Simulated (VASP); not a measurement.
Write the native input for VASP 6.6.1 that does the following.

| Item | Value |
| --- | --- |
| Task | relaxation of cell and atoms |
| Functional | PBEsol |
| Dispersion | D4 |
| Potentials or basis | VASP PAW PBE potentials, release 64 (Se, Zn) |
| Cutoff | 600 eV |
| k mesh | 8 × 8 × 8 |
| Occupations | fermi-dirac, width 0.05 eV |
| Spin | no spin polarisation |
| Dipole correction | no |
| Further INCAR settings | ALGO = Normal; EDIFF = 1e-06; IBRION = 2; EDIFFG = -0.01; NSW = 60; ISIF = 3 |

The structure of ZnSe (Stilleite) lies in POSCAR:

```
ZnSe
1.0
    0.0000000000      2.8338000000      2.8338000000
    2.8338000000      0.0000000000      2.8338000000
    2.8338000000      2.8338000000      0.0000000000
Se Zn
1 1
Direct
    0.7500000000      0.7500000000      0.7500000000
    0.0000000000      0.0000000000      0.0000000000
```

One way to write it, as run:

INCAR

```
PREC = Accurate
ENCUT = 600
EDIFF = 1E-6
ISMEAR = -1
SIGMA = 0.05
LREAL = False
LASPH = True
NELM = 60
ALGO = Normal
ISIF = 3
LWAVE = False
LCHARG = False
GGA = PS
IVDW = 13
IBRION = 2
NSW = 60
EDIFFG = -0.01
```

KPOINTS

```
Automatic mesh
0
Gamma
  8 8 8
```

Potentials or basis: VASP PAW PBE potentials, release 64 (Se, Zn).

The run is started by

```console
$ cat potpaw_PBE.64/Se/POTCAR potpaw_PBE.64/Zn/POTCAR > POTCAR
$ mpirun -np 1 vasp_std > vasp.out
```

It gave:

The relaxed volume is 22.03 Å³/atom, the relaxed cell is a = 3.965 Å, b = 3.965 Å, c = 3.965 Å, α = 60.00°, β = 60.00°, γ = 60.00° and the space group after relaxing (to 0.05 Å) is F-43m (No. 216). The energy gained by relaxing is 5.1 meV/atom, the ionic steps are 5 and the pressure after relaxing is 0.0 GPa. The band gap on the k mesh is 1.30 eV, direct. The dispersion energy per atom is -0.188 eV.

Caveat: the PAW data sets were made with another functional, which shifts forces and pressure a little.

It took 34 s on 1 thread of Intel(R) Xeon(R) Platinum 8559C (Emerald Rapids) (shared host), peak memory 0.2 GiB.
